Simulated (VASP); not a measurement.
SrVO3, 5 atoms in the cell. Symmetry: Pm-3m, No. 221, cubic system. The conventional cell has a = 3.841 Å, b = 3.841 Å, c = 3.841 Å, α = 90.00°, β = 90.00°, γ = 90.00°. Sr (site symmetry m-3m) has 12 O at 2.72 Å and 8 V at 3.33 Å within 3.6 Å. Within 2.5 Å of V (site symmetry m-3m) lie 6 O at 1.92 Å. O (site symmetry 4/mmm) has 2 V at 1.92 Å within 2.5 Å. 

| Property | Result |
| --- | --- |
| Program | VASP 6.6.1 |
| Task | single point |
| Functional | BLYP |
| Potentials or basis | VASP PAW PBE potentials, release 64 (Sr_sv, V_sv, O) |
| Cutoff | 520 eV |
| k mesh | 7 × 7 × 7 |
| Occupations | fermi-dirac, width 0.05 eV |
| Spin | collinear spin, ferromagnetic start |
| Starting moments | [0.0, 2.0, 0.0, 0.0, 0.0] μB |
| Dipole correction | no |
| Further INCAR settings | ALGO = Normal; EDIFF = 1e-06; NBANDS = 32 |

Potentials or basis: VASP PAW PBE potentials, release 64 (Sr_sv, V_sv, O).

Command:

```console
$ cat potpaw_PBE.64/Sr_sv/POTCAR potpaw_PBE.64/V_sv/POTCAR potpaw_PBE.64/O/POTCAR > POTCAR
$ mpirun -np 1 vasp_std > vasp.out
```

Hardware: 1 thread of Intel Xeon 8259CL, with other jobs on the host.

Question: Estimate the wall time of this run.

Answer: Run time: 2.6 min on 1 thread of Intel Xeon 8259CL, on a shared host, peak memory 0.23 GiB. Counts: scf iterations 17, k points 20.
